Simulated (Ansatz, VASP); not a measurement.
## V: VASP beside Ansatz

The input INCAR:

```
PREC = Accurate
ENCUT = 520
EDIFF = 1E-7
ISMEAR = -1
SIGMA = 0.08
LREAL = F
LASPH = T
NELM = 150
ALGO = Normal
ISIF = 2
LWAVE = F
LCHARG = T
ISPIN = 2
MAGMOM = 1.5 1.5
LORBIT = 11
LMAXMIX = 4
GGA = PE
LELF = T
LVHAR = T
NBANDS = 24
```

File KPOINTS:

```
regular mesh
0
Gamma
  18 18 10
```

Contents of POSCAR:

```
V
1.0
    2.5861311384      0.0000000000      0.0000000000
   -1.2930655692      2.2396552633      0.0000000000
    0.0000000000      0.0000000000      4.6405480631
V
2
Direct
    0.3333333333      0.6666666667      0.2500000000
    0.6666666667      0.3333333333      0.7500000000
```

Input for Ansatz:

```yaml
crystal:
  lattice:
    - [2.5861311384, 0.0, 0.0]
    - [-1.2930655692, 2.2396552633, 0.0]
    - [0.0, 0.0, 4.6405480631]
  atoms:
    - { symbol: V, position: [0.3333333333, 0.6666666667, 0.25], spin: 1.5 }
    - { symbol: V, position: [0.6666666667, 0.3333333333, 0.75], spin: 1.5 }
magnetization:
  spin_polarized: true
kpoints:
  mp_grid: { grid: [18, 18, 10] }
scf:
  occupations: { method: fermi_dirac, width: 0.08 }
hamiltonian:
  xc: pbe
  pseudopotentials: { kind: all_electron, lapw: { basis_error: 0.001 } }
output:
  forces: true
  stress: true
  eigenvalues: true
```

Change from the starting cell: volume scaled by 0.97.

Alike in both runs: task single point; functional PBE; k mesh 18 × 18 × 10; occupations fermi-dirac, width 0.08 eV; collinear spin.

|  | VASP | Ansatz |
| --- | --- | --- |
| version | VASP 6.6.1 | Ansatz 0.2.0 |
| potentials or method | VASP PAW PBE potentials, release 64 (V_sv), cutoff 520 eV | all-electron LAPW, scalar-relativistic |

VASP gave:

```
pressure (GPa)           : 5.8
net moment per atom (μB) : 0.00
```

Problem. Which values does Ansatz return?

Solution. Pressure (GPa): 5.5; net moment per atom (μB): 0.00.

Ansatz ran all-electron here, and VASP with PAW potentials. Ansatz's warnings: seeded moment not kept.
